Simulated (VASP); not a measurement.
# Ni2Te2 in VASP: a series of runs

Ni2Te2 is run at these levels: PBE; tasks: single point.

Program: VASP 6.6.1. These are calculated values, not measurements. Logs are shortened: lines on timing, memory, paths and dates and some standing lists are left out, and cuts for length are marked.

## Step 1: The cell of the first run

The cell holds a cluster in a box, 4 atoms: a = 10.000 Å, b = 10.000 Å, c = 10.000 Å, α = 90.00°, β = 90.00°, γ = 90.00°.

## Step 2: Single point, PBE, collinear spin, antiferromagnetic start

Input file INCAR:

```
SYSTEM = NiTe
PREC = Accurate
ENCUT = 520
EDIFF = 1E-6
ISMEAR = -1
SIGMA = 0.1
LREAL = .False.
LASPH = .True.
NELM = 150
ALGO = Normal
ISIF = 2
LWAVE = .False.
LCHARG = .False.
ISPIN = 2
MAGMOM = 2 -2 0 0
LORBIT = 11
LMAXMIX = 4
GGA = PE
NBANDS = 28
```

Input file KPOINTS:

```
regular mesh
0
Gamma
  1 1 1
  0 0 0
```

Input file POSCAR:

```
NiTe
1.0
   10.0000000000      0.0000000000      0.0000000000
    0.0000000000     10.0000000000      0.0000000000
    0.0000000000      0.0000000000     10.0000000000
Ni Te
2 2
Direct
    0.5000000000      0.5000000000      0.7017348800
    0.5000000000      0.5000000000      0.2982651200
    0.6596240200      0.5000000000      0.5000000000
    0.3403759800      0.5000000000      0.5000000000
```

Potentials or basis: VASP PAW PBE potentials, release 64 (Ni, Te).

On the command line:

```sh
$ cat potpaw_PBE.64/Ni/POTCAR potpaw_PBE.64/Te/POTCAR > POTCAR
$ mpirun -np 1 vasp_gam > vasp.out
```

OUTCAR:

```text
SYSTEM = NiTe
   PREC = Accurate
   ENCUT = 520
   EDIFF = 1E-6
   ISMEAR = -1
   LREAL = .False.
   LASPH = .True.
   NELM = 150
   ISIF = 2
   ISPIN = 2
   LORBIT = 11
   GGA = PE

 ion  position               nearest neighbor table
   1  0.500  0.500  0.702-   3 2.57   4 2.57
   2  0.500  0.500  0.298-   3 2.57   4 2.57
   3  0.660  0.500  0.500-   1 2.57   2 2.57   4 3.19
   4  0.340  0.500  0.500-   1 2.57   2 2.57   3 3.19

  LATTYP: Found a simple cubic cell.
 ALAT       =    10.0000000000

  Lattice vectors:

 A1 = (  10.0000000000,   0.0000000000,   0.0000000000)
 A2 = (   0.0000000000,  10.0000000000,   0.0000000000)
 A3 = (   0.0000000000,   0.0000000000,  10.0000000000)

Analysis of symmetry for initial positions (statically):
=====================================================================
 Subroutine PRICEL returns:
 Original cell was already a primitive cell.

 Routine SETGRP: Setting up the symmetry group for a
 simple cubic supercell.

 Subroutine GETGRP returns: Found  8 space group operations
 (whereof  8 operations were pure point group operations)
 out of a pool of 48 trial point group operations.

The static configuration has the point symmetry D_2h.

Analysis of symmetry for dynamics (positions and initial velocities):
=====================================================================
 Subroutine PRICEL returns:
 Original cell was already a primitive cell.

 Routine SETGRP: Setting up the symmetry group for a
 simple cubic supercell.

 Subroutine GETGRP returns: Found  8 space group operations
 (whereof  8 operations were pure point group operations)
 out of a pool of 48 trial point group operations.

The dynamic configuration has the point symmetry D_2h.

Analysis of structural, dynamic, and magnetic symmetry:
=====================================================================
 Subroutine PRICEL returns:
 Original cell was already a primitive cell.

 Routine SETGRP: Setting up the symmetry group for a
 simple cubic supercell.

 Subroutine GETGRP returns: Found  8 space group operations
 (whereof  8 operations were pure point group operations)
 out of a pool of 48 trial point group operations.

The overall configuration has the point symmetry D_2h.

 Subroutine INISYM returns: Found  8 space group operations
 (whereof  8 operations are pure point group operations),
 and found     1 'primitive' translations

----------------------------------------------------------------------------------------

                                     Primitive cell

  volume of cell :    1000.0000

  direct lattice vectors                    reciprocal lattice vectors
    10.000000000  0.000000000  0.000000000     0.100000000  0.000000000  0.000000000
     0.000000000 10.000000000  0.000000000     0.000000000  0.100000000  0.000000000
     0.000000000  0.000000000 10.000000000     0.000000000  0.000000000  0.100000000

  length of vectors
    10.000000000 10.000000000 10.000000000     0.100000000  0.100000000  0.100000000

  position of ions in fractional coordinates (direct lattice)
     0.500000000  0.500000000  0.701734880
     0.500000000  0.500000000  0.298265120
     0.659624020  0.500000000  0.500000000
     0.340375980  0.500000000  0.500000000

  ion indices of the primitive-cell ions
   primitive index   ion index
                 1           1
                 2           2
                 3           3
                 4           4

----------------------------------------------------------------------------------------

 KPOINTS: regular mesh

Automatic generation of k-mesh.
 Grid dimensions read from file:
 generate k-points for:    1    1    1

 Generating k-lattice:

  Cartesian coordinates                     Fractional coordinates (reciprocal lattice)
     0.100000000  0.000000000  0.000000000     1.000000000  0.000000000  0.000000000
     0.000000000  0.100000000  0.000000000     0.000000000  1.000000000  0.000000000
     0.000000000  0.000000000  0.100000000     0.000000000  0.000000000  1.000000000

  Length of vectors
     0.100000000  0.100000000  0.100000000

  Shift w.r.t. Gamma in fractional coordinates (k-lattice)
     0.000000000  0.000000000  0.000000000

 Subroutine IBZKPT returns following result:
 ===========================================

 Found      1 irreducible k-points:

 Following reciprocal coordinates:
            Coordinates               Weight
  0.000000  0.000000  0.000000      1.000000
   k-points           NKPTS =      1   k-points in BZ     NKDIM =      1   number of bands    NBANDS=     28
   number of dos      NEDOS =    301   number of ions     NIONS =      4
   total plane-waves  NPLWV = 512000
   dimension x,y,z NGX =    80 NGY =   80 NGZ =   80
   dimension x,y,z NGXF=   160 NGYF=  160 NGZF=  160
   ions per type =               2   2
   NGX,Y,Z   is equivalent  to a cutoff of  13.30, 13.30, 13.30 a.u.
   NGXF,Y,Z  is equivalent  to a cutoff of  26.60, 26.60, 26.60 a.u.
 SYSTEM =  NiTe
   PREC   = accura    normal or accurate (medium, high low for compatibility)
   ISTART =      0    job   : 0-new  1-cont  2-samecut
   ICHARG =      2    charge: 1-file 2-atom 10-const
   ISPIN  =      2    spin polarized calculation?
   LNONCOLLINEAR =      F non collinear calculations
   LSORBIT =      F    spin-orbit coupling
   LASPH  =      T    aspherical Exc in radial PAW
   ENCUT  =  520.0 eV  38.22 Ry    6.18 a.u.  18.59 18.59 18.59*2*pi/ulx,y,z
   NELM   =    150;   NELMIN=  2; NELMDL= -5     # of ELM steps
   EDIFF  = 0.1E-05   stopping-criterion for ELM
   LREAL  =      F    real-space projection
   EDIFFG = 0.1E-04   stopping-criterion for IOM
   NSW    =      0    number of steps for IOM
   IBRION =     -1    ionic relax: 0-MD 1-quasi-New 2-CG
   NFREE  =      0    steps in history (QN), initial steepest desc. (CG)
   ISIF   =      2    stress and relaxation
   ISYM   =      2    0-nonsym 1-usesym 2-fastsym
   POTIM  = 0.5000    time-step for ionic-motion
   TEBEG  =    0.0;   TEEND  =   0.0 temperature during run
   PSTRESS=    0.0 pullay stress
   NELECT =      32.0000    total number of electrons
   NUPDOWN=      -1.0000    fix difference up-down
   EMIN   =  10.00;   EMAX   =-10.00  energy-range for DOS
   EFERMI =   0.00;   METHOD = LEGACY
   ISMEAR =    -1;   SIGMA  =   0.10  broadening in eV -4-tet -1-fermi 0-gaus
   EFERMI_NEDOS =   21; number of points for ismear=-14 and -15
   IALGO  =     38    algorithm
   IMIX   =      4    mixing-type and parameters
     AMIX     =   0.40;   BMIX     =  1.00
     AMIX_MAG =   1.60;   BMIX_MAG =  1.00
  volume/ion in A,a.u.               =     250.00      1687.08
  Fermi-wavevector in a.u.,A,eV,Ry     =   0.519746  0.982178  3.675428  0.270136
  Thomas-Fermi vector in A             =   1.537268
   LORBIT       =     11    0 simple, 1 ext, 2 COOP (PROOUT), +10 PAW based schemes
   GGA     = PE    functional components
   LHFCALC =     F    Hartree Fock is set to
   AEXX    =    0.0000 exact exchange contribution
   IVDW    =     0    specifies the selected vdW correction
   LEPSILON=     F    determine dielectric tensor
   LRPA    =     F    only Hartree local field effects (RPA)
 spin polarized calculation
  energy-cutoff  :      520.00
  volume of cell :     1000.00
 maximum number of plane-waves:     13481
 NGX is ok and might be reduce to    80
   NGX = 37   NGY = 37   NGZ = 37

 number of electron      31.9999982 magnetization      -0.0000000

 number of electron      31.9999982 magnetization       0.0000000

 Free energy of the ion-electron system (eV)
  ---------------------------------------------------
  ext. energy  EPLUGINS =         0.00000000
  ---------------------------------------------------
  free energy    TOTEN  =       -11.96077678 eV

  energy without entropy =      -11.62542893  energy(sigma->0) =      -11.79310285

 E-fermi :  -3.3863     XC(G=0):  -2.0359

 val. band max:       -3.4792821002   @ k =   0.0000   0.0000   0.0000
 cond. band min:      -3.3386485192   @ k =   0.0000   0.0000   0.0000
 fundamental gap:      0.1406335810
 Fermi energy:        -3.3863090334

 spin component 1

 k-point     1 :       0.0000    0.0000    0.0000
  band No.  band energies     occupation
      1     -14.5530      1.00000
      2     -13.3575      1.00000
      3      -6.7693      1.00000
      4      -6.7548      1.00000
      5      -5.8548      1.00000
      6      -5.4474      1.00000
      7      -4.8318      1.00000
      8      -4.7739      1.00000
      9      -4.4541      0.99998
     10      -4.2123      0.99974
     11      -4.1494      0.99952
     12      -4.1122      0.99930
     13      -4.0097      0.99804
     14      -3.8002      0.98430
     15      -3.6255      0.91619
     16      -3.4793      0.71702
     17      -3.3386      0.38305
     18      -2.7993      0.00282
     19      -2.3884      0.00005
     20      -1.1226      0.00000
     21       0.2664      0.00000
     22       0.5165      0.00000
     23       0.5864      0.00000
     24       0.8281      0.00000
     25       1.3258      0.00000
     26       1.3552      0.00000
     27       1.4601      0.00000
     28       1.7676      0.00000
 Fermi energy:        -3.3863090334

 spin component 2

 k-point     1 :       0.0000    0.0000    0.0000
  band No.  band energies     occupation
      1     -14.5530      1.00000
      2     -13.3575      1.00000
      3      -6.7693      1.00000
      4      -6.7548      1.00000
      5      -5.8548      1.00000
      6      -5.4474      1.00000
      7      -4.8318      1.00000
      8      -4.7739      1.00000
      9      -4.4541      0.99998
     10      -4.2123      0.99974
     11      -4.1494      0.99952
     12      -4.1122      0.99930
     13      -4.0097      0.99804
     14      -3.8002      0.98430
     15      -3.6255      0.91619
     16      -3.4793      0.71702
     17      -3.3386      0.38305
     18      -2.7993      0.00282
     19      -2.3884      0.00005
     20      -1.1226      0.00000
     21       0.2664      0.00000
     22       0.5165      0.00000
     23       0.5864      0.00000
     24       0.8281      0.00000
     25       1.3258      0.00000
     26       1.3552      0.00000
     27       1.4601      0.00000
     28       1.7676      0.00000

------------------------ aborting loop because EDIFF is reached ----------------------------------------

  FORCE on cell =-STRESS in cart. coord.  units (eV):
  Direction    XX          YY          ZZ          XY          YZ          ZX
  --------------------------------------------------------------------------------------
  -------------------------------------------------------------------------------------
  Total       -2.7041114      0.0292932     -9.5004523     -0.0000000      0.0000000      0.0000000
  in kB       -4.3324659      0.0469329    -15.2214093     -0.0000000      0.0000000      0.0000000
  external PRESSURE =      -6.5023141 kB  Pullay stress =       0.0000000 kB

 VOLUME and BASIS-vectors are now :
 -----------------------------------------------------------------------------
  energy-cutoff  :      520.00
  volume of cell :     1000.00
      direct lattice vectors                 reciprocal lattice vectors
    10.000000000  0.000000000  0.000000000     0.100000000  0.000000000  0.000000000
     0.000000000 10.000000000  0.000000000     0.000000000  0.100000000  0.000000000
     0.000000000  0.000000000 10.000000000     0.000000000  0.000000000  0.100000000

 POSITION                                       TOTAL-FORCE (eV/Angst)
 -----------------------------------------------------------------------------------
      5.00000      5.00000      7.01735         0.000000     -0.000000     -2.441986
      5.00000      5.00000      2.98265         0.000000      0.000000      2.441986
      6.59624      5.00000      5.00000        -0.834516      0.000000      0.000000
      3.40376      5.00000      5.00000         0.834516     -0.000000      0.000000
 -----------------------------------------------------------------------------------
    total drift:                                0.000000      0.000000     -0.000000

  FREE ENERGIE OF THE ION-ELECTRON SYSTEM (eV)
  ---------------------------------------------------
  free  energy   TOTEN  =       -11.9607767758 eV

  energy  without entropy=      -11.6254289330  energy(sigma->0) =      -11.79310285

 total charge

# of ion       s       p       d       tot
------------------------------------------
    1        0.339   0.142   8.491   8.971
    2        0.339   0.142   8.491   8.971
    3        1.381   1.884   0.030   3.295
    4        1.381   1.884   0.030   3.295
--------------------------------------------------
tot          3.439   4.051  17.043  24.532

 magnetization (x)

# of ion       s       p       d       tot
------------------------------------------
    1        0.004   0.002   0.373   0.379
    2       -0.004  -0.002  -0.373  -0.379
    3        0.000   0.000   0.000   0.000
    4        0.000   0.000   0.000   0.000
--------------------------------------------------
tot          0.000   0.000   0.000   0.000
```

Wall time 2.4 min (1 thread of Intel Xeon 6975P-C (Granite Rapids), shared host); peak memory 1.3 GiB.

What came out:

```yaml
Free_energy: -11.9608 eV
Largest_force: 2.442 eV/Å
Gap_between_the_frontier_levels: 0.14 eV
Net_moment: 0.00 μB per cell
Site_moments: Ni +0.38, -0.38; Te +0.00 μB
Valence_electrons_inside_the_program's_atomic_spheres: Ni 8.97; Te 3.29
```

Forces in eV/Å, atoms in the order of the input:
```
Ni   0.000  0.000 -2.442
Ni   0.000  0.000  2.442
Te  -0.835  0.000  0.000
Te   0.835  0.000  0.000
```

Levels at points of the mesh, in eV from the valence-band top:
Spin up:
| k point | band 14 | band 15 | band 16 | band 17 | band 18 | band 19 |
| --- | --- | --- | --- | --- | --- | --- |
| (0.00, 0.00, 0.00) | -0.32 | -0.15 | 0.00 | 0.14 | 0.68 | 1.09 |
Spin down:
```
           k point  band 12  band 13  band 14  band 15  band 16  band 17  band 18  band 19  band 20  band 21
(0.00, 0.00, 0.00)    -0.63    -0.53    -0.32    -0.15     0.00     0.14     0.68     1.09     2.36     3.75
```

Caveat: spin-orbit coupling is left out, which moves the levels of the heavy elements.

## Step 3: Single point, PBE, collinear spin, antiferromagnetic start

INCAR: that of step 2 with these lines changed.

```diff
@@ -3,3 +3,3 @@
 ENCUT = 520
-EDIFF = 1E-6
+EDIFF = 1E-7
 ISMEAR = -1
@@ -14,3 +14,3 @@
 ISPIN = 2
-MAGMOM = 2 -2 0 0
+MAGMOM = 1 -1 0 0
 LORBIT = 11
```

Input file KPOINTS:

```
Automatic mesh
0
Gamma
  1 1 1
  0 0 0
```

POSCAR is that of step 2.

Potentials or basis: VASP PAW PBE potentials, release 64 (Ni, Te).

On the command line:

```sh
$ cat potpaw_PBE.64/Ni/POTCAR potpaw_PBE.64/Te/POTCAR > POTCAR
$ mpirun -np 1 vasp_gam > vasp.out
```

OUTCAR:

```text
SYSTEM = NiTe
   PREC = Accurate
   ENCUT = 520
   EDIFF = 1E-7
   ISMEAR = -1
   LREAL = .False.
   LASPH = .True.
   NELM = 150
   ISIF = 2
   ISPIN = 2
   LORBIT = 11
   GGA = PE

 ion  position               nearest neighbor table
   1  0.500  0.500  0.702-   3 2.57   4 2.57
   2  0.500  0.500  0.298-   3 2.57   4 2.57
   3  0.660  0.500  0.500-   1 2.57   2 2.57   4 3.19
   4  0.340  0.500  0.500-   1 2.57   2 2.57   3 3.19

  LATTYP: Found a simple cubic cell.
 ALAT       =    10.0000000000

  Lattice vectors:

 A1 = (  10.0000000000,   0.0000000000,   0.0000000000)
 A2 = (   0.0000000000,  10.0000000000,   0.0000000000)
[... 262 lines left out ...]
     0.000000000 10.000000000  0.000000000     0.000000000  0.100000000  0.000000000
     0.000000000  0.000000000 10.000000000     0.000000000  0.000000000  0.100000000

 POSITION                                       TOTAL-FORCE (eV/Angst)
 -----------------------------------------------------------------------------------
      5.00000      5.00000      7.01735         0.000000     -0.000000     -2.441940
      5.00000      5.00000      2.98265         0.000000     -0.000000      2.441940
      6.59624      5.00000      5.00000        -0.834536     -0.000000      0.000000
      3.40376      5.00000      5.00000         0.834536      0.000000      0.000000
 -----------------------------------------------------------------------------------
    total drift:                               -0.000000      0.000000     -0.000000

  FREE ENERGIE OF THE ION-ELECTRON SYSTEM (eV)
  ---------------------------------------------------
  free  energy   TOTEN  =       -11.9607790217 eV

  energy  without entropy=      -11.6254365242  energy(sigma->0) =      -11.79310777

 total charge

# of ion       s       p       d       tot
------------------------------------------
    1        0.339   0.142   8.491   8.971
    2        0.339   0.142   8.491   8.971
    3        1.381   1.884   0.030   3.295
    4        1.381   1.884   0.030   3.295
--------------------------------------------------
tot          3.439   4.051  17.043  24.532

 magnetization (x)

# of ion       s       p       d       tot
------------------------------------------
    1        0.004   0.002   0.373   0.379
    2       -0.004  -0.002  -0.373  -0.379
    3        0.000   0.000   0.000   0.000
    4        0.000   0.000   0.000   0.000
--------------------------------------------------
tot          0.000   0.000   0.000   0.000
```

Run time: 2.4 min. Hardware: 1 thread of Intel Xeon 6975P-C (Granite Rapids), shared host; peak memory 1.3 GiB.

What came out:

```
Free energy                                           : -11.9608 eV
Largest force                                         : 2.442 eV/Å
Gap between the frontier levels                       : 0.14 eV
Net moment                                            : 0.00 μB per cell
Site moments                                          : Ni +0.38, -0.38; Te +0.00 μB
Valence electrons inside the program's atomic spheres : Ni 8.97; Te 3.29
```

Forces on the atoms (eV/Å):
```
Ni   0.000  0.000 -2.442
Ni   0.000  0.000  2.442
Te  -0.835  0.000  0.000
Te   0.835  0.000  0.000
```

Levels at points of the mesh, in eV from the valence-band top:
Spin up:
| k point | band 13 | band 14 | band 15 | band 16 | band 17 | band 18 | band 19 | band 20 |
| --- | --- | --- | --- | --- | --- | --- | --- | --- |
| (0.00, 0.00, 0.00) | -0.53 | -0.32 | -0.15 | 0.00 | 0.14 | 0.68 | 1.09 | 2.36 |
Spin down:
```tsv
k point	band 13	band 14	band 15	band 16	band 17	band 18	band 19	band 20
(0.00, 0.00, 0.00)	-0.53	-0.32	-0.15	0.00	0.14	0.68	1.09	2.36
```

Caveat: spin-orbit coupling is left out, which moves the levels of the heavy elements.

## Step 4: Single point, PBE, collinear spin, antiferromagnetic start

Input file INCAR:

```
  ALGO = Normal
  EDIFF = 1E-7
  ENCUT = 520
  GGA = PE
  ISIF = 2
  ISMEAR = -1
  ISPIN = 2
  LASPH = T
  LCHARG = T
  LELF = T
  LMAXMIX = 4
  LORBIT = 11
  LREAL = F
  LVHAR = T
  LWAVE = F
  MAGMOM = 2 -2 0 0
  NBANDS = 28
  NELM = 150
  PREC = Accurate
  SIGMA = 0.1
```

Input file KPOINTS:

```
k-points
0
Gamma
  1 1 1
```

POSCAR is that of step 3.

On the command line:

```sh
$ cat potpaw_PBE.64/Ni/POTCAR potpaw_PBE.64/Te/POTCAR > POTCAR
$ mpirun -np 1 vasp_gam > vasp.out
```

Run time: 2.8 min. Hardware: 1 thread of Intel Xeon 6975P-C (Granite Rapids), shared host; peak memory 1.3 GiB.

Results (log left out):

```yaml
Free_energy: -11.9608 eV
Largest_force: 2.442 eV/Å
Gap_between_the_frontier_levels: 0.14 eV
Net_moment: 0.00 μB per cell
Site_moments: Ni +0.38, -0.38; Te +0.00 μB
Valence_electrons_inside_the_program's_atomic_spheres: Ni 8.97; Te 3.29
```

Forces on the atoms (eV/Å):
```
Ni   0.000  0.000 -2.442
Ni   0.000  0.000  2.442
Te  -0.835  0.000  0.000
Te   0.835  0.000  0.000
```

Levels at points of the mesh, in eV from the valence-band top:
Spin up:
```
           k point  band 12  band 13  band 14  band 15  band 16  band 17  band 18  band 19  band 20  band 21
(0.00, 0.00, 0.00)    -0.63    -0.53    -0.32    -0.15     0.00     0.14     0.68     1.09     2.36     3.75
```
Spin down:
```tsv
k point	band 14	band 15	band 16	band 17	band 18	band 19
(0.00, 0.00, 0.00)	-0.32	-0.15	0.00	0.14	0.68	1.09
```

Caveat: spin-orbit coupling is left out, which moves the levels of the heavy elements.
